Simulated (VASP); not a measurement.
GaN, 2 atoms in the cell. The structure is tetragonal, space group I-4m2 (No. 119). Conventional cell: a = 3.107 Å, b = 3.107 Å, c = 4.282 Å, α = 90.00°, β = 90.00°, γ = 90.00°. Within 2.5 Å of Ga (site symmetry -4m2) lie 4 N at 1.89 Å. Within 2.5 Å of N (site symmetry -4m2) lie 4 Ga at 1.89 Å.  This cell differs from its parent crystal: strain -0.025 along x and y, -0.050 along z.

* Program: VASP 6.6.1
* Task: single point
* Functional: PBE
* Potentials or basis: VASP PAW PBE potentials, release 64 (Ga_d, N)
* Cutoff: 520 eV
* k mesh: 10 × 10 × 10
* Occupations: gaussian, width 0.05 eV
* Spin: no spin polarisation
* Dipole correction: no
* Further INCAR settings: ALGO = Normal; EDIFF = 1e-07; NBANDS = 16

Potentials or basis: VASP PAW PBE potentials, release 64 (Ga_d, N).

The run is started by

```sh
$ cat potpaw_PBE.64/Ga_d/POTCAR potpaw_PBE.64/N/POTCAR > POTCAR
$ mpirun -np 1 vasp_std > vasp.out
```

Hardware: 1 thread of Intel Xeon 8259CL, with other jobs on the host.

Estimate the wall time of this run.

Wall time 32 s on 1 thread of Intel Xeon 8259CL (shared host), peak memory 0.16 GiB. Counts: scf iterations 14, k points 102.
